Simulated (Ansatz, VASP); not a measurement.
Fe2O3: VASP beside Ansatz

INCAR

```
SYSTEM = Fe2O3
ALGO     = Normal         ! electronic algorithm
EDIFF    = 1E-6           ! SCF threshold, eV
ENCUT    = 520            ! plane-wave cutoff, eV
GGA      = PE             ! functional
ISIF     = 2              ! what is computed and relaxed
ISMEAR   = -1             ! smearing method
ISPIN    = 2              ! spin polarisation
LASPH    = .True.         ! aspherical terms in the spheres
LCHARG   = .True.         ! write CHGCAR
LDAU     = .True.         ! DFT+U
LDAUJ    = 0 0          
LDAUL    = 2 -1           ! shell
LDAUPRINT= 1            
LDAUTYPE = 2            
LDAUU    = 5.3 0          ! U, eV
LELF     = .True.         ! ELF
LMAXMIX  = 4              ! l up to which the mixer works
LORBIT   = 11             ! projections on sites
LREAL    = .False.        ! projectors in reciprocal space
LVHAR    = .True.       
LWAVE    = .False.        ! write WAVECAR
MAGMOM   = 4 -4 -4 4 0 0 0 0 0 0 ! initial moments
NBANDS   = 49             ! bands
NELM     = 150            ! most SCF steps
PREC     = Accurate       ! precision mode
SIGMA    = 0.03           ! smearing width, eV
```

File KPOINTS:

```
k-points
0
Gamma
  4 4 4
  0 0 0
```

Contents of POSCAR:

```
Fe2O3
1.0
    2.5010002000      1.4439531400      4.5400700000
   -2.5010002000      1.4439531400      4.5400700000
    0.0000000000     -2.8879062800      4.5400700000
Fe O
4 6
Direct
    0.8552000000      0.8552000000      0.8552000000
    0.6448000000      0.6448000000      0.6448000000
    0.1448000000      0.1448000000      0.1448000000
    0.3552000000      0.3552000000      0.3552000000
    0.0608000000      0.4392000000      0.7500000000
    0.7500000000      0.0608000000      0.4392000000
    0.4392000000      0.7500000000      0.0608000000
    0.9392000000      0.5608000000      0.2500000000
    0.2500000000      0.9392000000      0.5608000000
    0.5608000000      0.2500000000      0.9392000000
```

Input for Ansatz:

```yaml
crystal:
  lattice:
    - [2.5010002, 1.44395314, 4.54007]
    - [-2.5010002, 1.44395314, 4.54007]
    - [0.0, -2.88790628, 4.54007]
  atoms:
    - { symbol: Fe, position: [0.8552, 0.8552, 0.8552], spin: 4.0 }
    - { symbol: Fe, position: [0.6448, 0.6448, 0.6448], spin: -4.0 }
    - { symbol: Fe, position: [0.1448, 0.1448, 0.1448], spin: -4.0 }
    - { symbol: Fe, position: [0.3552, 0.3552, 0.3552], spin: 4.0 }
    - { symbol: O, position: [0.0608, 0.4392, 0.75] }
    - { symbol: O, position: [0.75, 0.0608, 0.4392] }
    - { symbol: O, position: [0.4392, 0.75, 0.0608] }
    - { symbol: O, position: [0.9392, 0.5608, 0.25] }
    - { symbol: O, position: [0.25, 0.9392, 0.5608] }
    - { symbol: O, position: [0.5608, 0.25, 0.9392] }
magnetization:
  spin_polarized: true
hamiltonian:
  xc: pbe
  pseudopotentials: { kind: paw }
  hubbard: { sites: [{ species: Fe, l: d, u_eff: 5.3 }] }
basis:
  ecutwfc: 420
kpoints:
  mp_grid: { grid: [4, 4, 4] }
scf:
  occupations: { method: fermi_dirac, width: 0.03 }
  lower_state_search: "off"
  algorithm: density_mixing
  max_iter: 100
  mixing: { algorithm: anderson, beta: 0.8, globalisation: backtrack }
output:
  forces: true
  stress: true
```

Alike in both runs: task single point; functional PBE; k mesh 4 × 4 × 4; occupations fermi-dirac, width 0.03 eV; collinear spin; Hubbard terms Fe d U = 5.3 eV.

|  | VASP | Ansatz |
| --- | --- | --- |
| version | VASP 6.6.1 | Ansatz 0.2.0 |
| potentials or method | VASP PAW PBE potentials, release 64 (Fe, O), cutoff 520 eV | PAW, plane waves, scalar-relativistic |
| valence electrons in the cell | 68 | 100 |

|  | VASP | Ansatz | Ansatz less VASP |
| --- | --- | --- | --- |
| pressure (GPa) | 10.6 | 17.9 | +7.36 |
| traceless stress, the component that is largest in VASP (GPa) | -1.14 | -1.79 | -0.642 |
| rms of the force components (eV/Å) | 0.168 | 0.156 | -0.0121 |
| net moment per atom (μB) | 0.00 | 0.00 | 0.000 |
| size of the moment on the site where the two differ most (μB) | 4.34 | 3.85 | -0.493 |

Site moments also hang on the region over which each program counts them. The programs project onto different local orbitals, so the same U acts differently, and such runs can settle in different states. Atom by atom the forces differ by 0.085 eV/Å (rms over components). VASP's potentials hold 68 valence electrons a cell and Ansatz's 100, so a difference there can come from the potentials and not from the codes. Ansatz's warnings: stability check not made.
